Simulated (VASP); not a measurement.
# WS2 (CdI2 type) (P-3m1) in VASP: notebook

Runs on WS2 (CdI2 type). Level: PBE. Tasks: electric field gradients, single point.

All numbers are computed with VASP 6.6.1; they aren't measurements. Logs are shortened: lines on timing, memory, paths and dates and some standing lists are left out, and cuts for length are marked.

### 1 The cell of the first run

The structure is trigonal, space group P-3m1 (No. 164). Conventional cell: a = 3.211 Å, b = 3.211 Å, c = 7.071 Å, α = 90.00°, β = 90.00°, γ = 120.00°. W (site symmetry -3m) has 6 S at 2.43 Å and 6 W at 3.21 Å within 3.3 Å. S (site symmetry 3m) has 3 W at 2.43 Å and 6 S at 3.21 Å within 3.3 Å.

### 2 Electric field gradients, PBE

INCAR reads:

```
SYSTEM = WS2
PREC = Accurate
ENCUT = 520
EDIFF = 1E-8
ISMEAR = -1
SIGMA = 0.05
LREAL = .FALSE.
LASPH = .TRUE.
NELM = 60
ALGO = Normal
ISIF = 2
LWAVE = .FALSE.
LCHARG = .FALSE.
GGA = PE
LEFG = .TRUE.
NBANDS = 20
```

KPOINTS reads:

```
Automatic mesh
0
G
  11 11 6
  0 0 0
```

POSCAR reads:

```
WS2
1.0
    3.2110037968      0.0000000000      0.0000000000
   -1.6055018984      2.7808108597      0.0000000000
    0.0000000000      0.0000000000      7.0708228609
W S
1 2
Direct
    0.0000000000      0.0000000000      0.0000000000
    0.3333333333      0.6666666667      0.2230095620
    0.6666666667      0.3333333333      0.7769904380
```

Potentials or basis: VASP PAW PBE potentials, release 64 (W_sv, S).

Launch:

```
$ cat potpaw_PBE.64/W_sv/POTCAR potpaw_PBE.64/S/POTCAR > POTCAR
$ mpirun -np 1 vasp_std > vasp.out
```

OUTCAR:

```text
SYSTEM = WS2
   PREC = Accurate
   ENCUT = 520
   EDIFF = 1E-8
   ISMEAR = -1
   LREAL = .FALSE.
   LASPH = .TRUE.
   NELM = 60
   ISIF = 2
   GGA = PE

 ion  position               nearest neighbor table
   1  0.000  0.000  0.000-   2 2.43   3 2.43   3 2.43   2 2.43   3 2.43   2 2.43
   2  0.333  0.667  0.223-   1 2.43   1 2.43   1 2.43
   3  0.667  0.333  0.777-   1 2.43   1 2.43   1 2.43

  LATTYP: Found a hexagonal cell.
 ALAT       =     3.2110037968
 C/A-ratio  =     2.2020599502

  Lattice vectors:

 A1 = (   3.2110037968,   0.0000000000,   0.0000000000)
 A2 = (  -1.6055018984,   2.7808108597,   0.0000000000)
 A3 = (   0.0000000000,   0.0000000000,   7.0708228609)

Analysis of symmetry for initial positions (statically):
=====================================================================
 Subroutine PRICEL returns:
 Original cell was already a primitive cell.

 Routine SETGRP: Setting up the symmetry group for a
 hexagonal supercell.

 Subroutine GETGRP returns: Found 12 space group operations
 (whereof 12 operations were pure point group operations)
 out of a pool of 24 trial point group operations.

The static configuration has the point symmetry D_3d.

Analysis of symmetry for dynamics (positions and initial velocities):
=====================================================================
 Subroutine PRICEL returns:
 Original cell was already a primitive cell.

 Routine SETGRP: Setting up the symmetry group for a
 hexagonal supercell.

 Subroutine GETGRP returns: Found 12 space group operations
 (whereof 12 operations were pure point group operations)
 out of a pool of 24 trial point group operations.

The dynamic configuration has the point symmetry D_3d.

 Subroutine INISYM returns: Found 12 space group operations
 (whereof 12 operations are pure point group operations),
 and found     1 'primitive' translations

----------------------------------------------------------------------------------------

                                     Primitive cell

  volume of cell :      63.1368

  direct lattice vectors                    reciprocal lattice vectors
     3.211003797  0.000000000  0.000000000     0.311429093  0.179803671  0.000000000
    -1.605501898  2.780810860  0.000000000     0.000000000  0.359607341  0.000000000
     0.000000000  0.000000000  7.070822861     0.000000000  0.000000000  0.141426255

  length of vectors
     3.211003797  3.211003797  7.070822861     0.359607341  0.359607341  0.141426255

  position of ions in fractional coordinates (direct lattice)
     0.000000000  0.000000000  0.000000000
     0.333333333  0.666666667  0.223009562
     0.666666667  0.333333333  0.776990438

  ion indices of the primitive-cell ions
   primitive index   ion index
                 1           1
                 2           2
                 3           3

----------------------------------------------------------------------------------------

 KPOINTS: Automatic mesh

Automatic generation of k-mesh.
 Grid dimensions read from file:
 generate k-points for:   11   11    6

 Generating k-lattice:

  Cartesian coordinates                     Fractional coordinates (reciprocal lattice)
     0.028311736  0.016345788  0.000000000     0.090909091 -0.000000000  0.000000000
     0.000000000  0.032691576  0.000000000     0.000000000  0.090909091  0.000000000
     0.000000000  0.000000000  0.023571043     0.000000000  0.000000000  0.166666667

  Length of vectors
     0.032691576  0.032691576  0.023571043

  Shift w.r.t. Gamma in fractional coordinates (k-lattice)
     0.000000000  0.000000000  0.000000000

 Subroutine IBZKPT returns following result:
 ===========================================

 Found     84 irreducible k-points:

 Following reciprocal coordinates:
            Coordinates               Weight
  0.000000  0.000000  0.000000      1.000000
  0.090909  0.000000  0.000000      6.000000
  0.181818 -0.000000  0.000000      6.000000
  0.272727  0.000000  0.000000      6.000000
  0.363636  0.000000  0.000000      6.000000
  0.454545  0.000000  0.000000      6.000000
[... 16 lines left out ...]
  0.000000  0.272727  0.166667      6.000000
  0.363636  0.000000  0.166667      6.000000
 [... further k-points ...]
   k-points           NKPTS =     84   k-points in BZ     NKDIM =     84   number of bands    NBANDS=     20
   number of dos      NEDOS =    301   number of ions     NIONS =      3
   total plane-waves  NPLWV =  31104
   dimension x,y,z NGX =    24 NGY =   24 NGZ =   54
   dimension x,y,z NGXF=    48 NGYF=   48 NGZF=  108
   ions per type =               1   2
   NGX,Y,Z   is equivalent  to a cutoff of  12.43, 12.43, 12.70 a.u.
   NGXF,Y,Z  is equivalent  to a cutoff of  24.85, 24.85, 25.39 a.u.
 SYSTEM =  WS2
   PREC   = accura    normal or accurate (medium, high low for compatibility)
   ISTART =      0    job   : 0-new  1-cont  2-samecut
   ICHARG =      2    charge: 1-file 2-atom 10-const
   ISPIN  =      1    spin polarized calculation?
   LNONCOLLINEAR =      F non collinear calculations
   LSORBIT =      F    spin-orbit coupling
   LASPH  =      T    aspherical Exc in radial PAW
   ENCUT  =  520.0 eV  38.22 Ry    6.18 a.u.   5.97  5.97 13.15*2*pi/ulx,y,z
   NELM   =     60;   NELMIN=  2; NELMDL= -5     # of ELM steps
   EDIFF  = 0.1E-07   stopping-criterion for ELM
   LREAL  =      F    real-space projection
   EDIFFG = 0.1E-06   stopping-criterion for IOM
   NSW    =      0    number of steps for IOM
   IBRION =     -1    ionic relax: 0-MD 1-quasi-New 2-CG
   NFREE  =      0    steps in history (QN), initial steepest desc. (CG)
   ISIF   =      2    stress and relaxation
   ISYM   =      2    0-nonsym 1-usesym 2-fastsym
   POTIM  = 0.5000    time-step for ionic-motion
   TEBEG  =    0.0;   TEEND  =   0.0 temperature during run
   PSTRESS=    0.0 pullay stress
   NELECT =      26.0000    total number of electrons
   NUPDOWN=      -1.0000    fix difference up-down
   EMIN   =  10.00;   EMAX   =-10.00  energy-range for DOS
   EFERMI =   0.00;   METHOD = LEGACY
   ISMEAR =    -1;   SIGMA  =   0.05  broadening in eV -4-tet -1-fermi 0-gaus
   EFERMI_NEDOS =   21; number of points for ismear=-14 and -15
   IALGO  =     38    algorithm
   IMIX   =      4    mixing-type and parameters
     AMIX     =   0.40;   BMIX     =  1.00
     AMIX_MAG =   1.60;   BMIX_MAG =  1.00
  volume/ion in A,a.u.               =      21.05       142.02
  Fermi-wavevector in a.u.,A,eV,Ry     =   1.217975  2.301640 20.183756  1.483464
  Thomas-Fermi vector in A             =   2.353278
   LORBIT       =      0    0 simple, 1 ext, 2 COOP (PROOUT), +10 PAW based schemes
   GGA     = PE    functional components
   LHFCALC =     F    Hartree Fock is set to
   AEXX    =    0.0000 exact exchange contribution
   IVDW    =     0    specifies the selected vdW correction
   LEPSILON=     F    determine dielectric tensor
   LRPA    =     F    only Hartree local field effects (RPA)
 non-spin polarized calculation
  energy-cutoff  :      520.00
  volume of cell :       63.14
 maximum number of plane-waves:      1722
   NGX = 11   NGY = 11   NGZ = 27

 number of electron      26.0000007 magnetization

 Free energy of the ion-electron system (eV)
  ---------------------------------------------------
  ext. energy  EPLUGINS =         0.00000000
  ---------------------------------------------------
  free energy    TOTEN  =       -22.80245785 eV

  energy without entropy =      -22.78969028  energy(sigma->0) =      -22.79607407

 E-fermi :   5.7965     XC(G=0):  -9.8039

 val. band max:        5.7524488649   @ k =   0.1818   0.1818   0.3333
 cond. band min:       5.8064152682   @ k =   0.3636   0.2727   0.5000
 fundamental gap:      0.0539664033
 Fermi energy:         5.7965206387

 k-point     1 :       0.0000    0.0000    0.0000
  band No.  band energies     occupation
      1     -69.2593      2.00000
      2     -33.3991      2.00000
      3     -33.3991      2.00000
      4     -33.3712      2.00000
      5      -9.6685      2.00000
      6      -8.1396      2.00000
[... 12 lines left out ...]
     19      11.5384      0.00000
     20      14.3131      0.00000
[... 507 lines left out ...]
 k-point    24 :       0.3636    0.0000    0.1667
  band No.  band energies     occupation
      1     -69.2471      2.00000
      2     -33.6469      2.00000
      3     -33.4580      2.00000
      4     -33.3258      2.00000
      5      -8.0759      2.00000
      6      -7.5895      2.00000
[... 12 lines left out ...]
     19      11.6764      0.00000
     20      12.7978      0.00000

 [... further k-points ...]

------------------------ aborting loop because EDIFF is reached ----------------------------------------

  FORCE on cell =-STRESS in cart. coord.  units (eV):
  Direction    XX          YY          ZZ          XY          YZ          ZX
  --------------------------------------------------------------------------------------
  -------------------------------------------------------------------------------------
  Total       -0.0129391     -0.0129391     -0.0087128      0.0000000      0.0000000      0.0000000
  in kB       -0.3283459     -0.3283459     -0.2210988      0.0000000      0.0000000      0.0000000
  external PRESSURE =      -0.2925968 kB  Pullay stress =       0.0000000 kB

 VOLUME and BASIS-vectors are now :
 -----------------------------------------------------------------------------
  energy-cutoff  :      520.00
  volume of cell :       63.14
      direct lattice vectors                 reciprocal lattice vectors
     3.211003797  0.000000000  0.000000000     0.311429093  0.179803671  0.000000000
    -1.605501898  2.780810860  0.000000000     0.000000000  0.359607341  0.000000000
     0.000000000  0.000000000  7.070822861     0.000000000  0.000000000  0.141426255

 POSITION                                       TOTAL-FORCE (eV/Angst)
 -----------------------------------------------------------------------------------
      0.00000      0.00000      0.00000         0.000000      0.000000      0.000000
     -0.00000      1.85387      1.57686         0.000000     -0.000000      0.003297
      1.60550      0.92694      5.49396        -0.000000      0.000000     -0.003297
 -----------------------------------------------------------------------------------
    total drift:                                0.000000     -0.000000      0.000000

  FREE ENERGIE OF THE ION-ELECTRON SYSTEM (eV)
  ---------------------------------------------------
  free  energy   TOTEN  =       -22.8024578491 eV

  energy  without entropy=      -22.7896902822  energy(sigma->0) =      -22.79607407

 Electric field gradients (V/A^2)
---------------------------------------------------------------------
 ion       V_xx      V_yy      V_zz      V_xy      V_xz      V_yz
---------------------------------------------------------------------
   1      92.270    92.270  -184.540     0.001    -0.000     0.000
   2      16.250    16.250   -32.500     0.001    -0.000     0.000
   3      16.250    16.250   -32.500     0.001    -0.000     0.000
---------------------------------------------------------------------

 Electric field gradients after diagonalization (V/A^2)
 (convention: |V_zz| > |V_xx| > |V_yy|)
----------------------------------------------------------------------
 ion       V_xx      V_yy      V_zz     asymmetry (V_yy - V_xx)/ V_zz
----------------------------------------------------------------------
   1      92.271    92.269  -184.540       0.000
   2      16.251    16.249   -32.500       0.000
   3      16.251    16.249   -32.500       0.000
----------------------------------------------------------------------

           NMR quadrupolar parameters

 Cq : quadrupolar parameter    Cq=e*Q*V_zz/h
 eta: asymmetry parameters     (V_yy - V_xx)/ V_zz
 Q  : nuclear electric quadrupole moment in mb (millibarn)
----------------------------------------------------------------------
 ion       Cq(MHz)       eta       Q (mb)
----------------------------------------------------------------------
   1      -0.446       0.000       1.000
   2      -0.079       0.000       1.000
   3      -0.079       0.000       1.000
----------------------------------------------------------------------
```

Run time: 2.1 min. Hardware: 1 thread of Intel Xeon 8259CL, shared host; peak memory 0.24 GiB.

What came out:

```yaml
Free_energy: -22.8025 eV
Pressure: 0.0 GPa
Largest_force: 0.003 eV/Å
Band_gap_on_the_k_mesh: zero (bands 13 and 14 overlap by 0.80 eV)
Largest_electric_field_gradient_by_atom: W -184.5; S -32.5 V/Å²
```

Forces in eV/Å, atoms in the order of the input:
```
W    0.000  0.000  0.000
S    0.000  0.000  0.003
S    0.000  0.000 -0.003
```

Electric field gradients, principal values (V/Å²):
```tsv
atom	least	middle	greatest (by size)
1 W	92.269	92.271	-184.540
2 S	16.249	16.251	-32.500
3 S	16.249	16.251	-32.500
```

Caveat: without QUAD_EFG the Cq values of the log hold for a quadrupole moment of 1 mb, not for the nuclei; spin-orbit coupling is left out, which moves the levels of the heavy elements; this functional lacks dispersion, which binds the layers, so the pressure and a relaxed spacing across them are unreliable.

### 3 Single point, PBE

POSCAR is that of step 2.

INCAR.step1 reads:

```
PREC = Accurate
ENCUT = 520
EDIFF = 1E-6
ISMEAR = -1
SIGMA = 0.05
LREAL = False
LASPH = True
NELM = 60
ALGO = Normal
ISIF = 2
LWAVE = False
LCHARG = True
LMAXMIX = 4
GGA = PE
NBANDS = 20
```

KPOINTS.step1 reads:

```
Automatic mesh
0
Gamma
  11 11 6
```

INCAR.step2 reads:

```
PREC = Accurate
ENCUT = 520
EDIFF = 1E-6
ISMEAR = -5
SIGMA = 0.05
LREAL = False
LASPH = True
NELM = 60
ALGO = Normal
ISIF = 2
LWAVE = False
LCHARG = False
LMAXMIX = 4
GGA = PE
LORBIT = 11
NEDOS = 2001
ICHARG = 11
```

KPOINTS.step2 reads:

```
Automatic mesh
0
Gamma
  17 17 9
```

Potentials or basis: VASP PAW PBE potentials, release 64 (W_sv, S).

Launch:

```
$ cat potpaw_PBE.64/W_sv/POTCAR potpaw_PBE.64/S/POTCAR > POTCAR
$ cp INCAR.step1 INCAR
$ cp KPOINTS.step1 KPOINTS
$ mpirun -np 1 vasp_std > vasp.out
$ cp INCAR.step2 INCAR
$ cp KPOINTS.step2 KPOINTS
$ mpirun -np 1 vasp_std > vasp.out
```

Run time: 4.3 min. Hardware: 1 thread of Intel Xeon 8259CL, shared host; peak memory 0.38 GiB.

It converged, with:

- Valence electrons inside the program's atomic spheres: W 11.95; S 3.70

Levels at points of the mesh, in eV from the Fermi level:
```
           k point  band 9  band 10  band 11  band 12  band 13  band 14  band 15  band 16  band 17
(0.00, 0.00, 0.00)   -4.17    -2.81    -1.13    -0.81    -0.81    -0.57    -0.57     3.36     3.36
```

Caveat: spin-orbit coupling is left out, which moves the levels of the heavy elements; this functional lacks dispersion, which binds the layers, so the pressure and a relaxed spacing across them are unreliable; tetrahedron occupations give inexact forces and stress in metals.
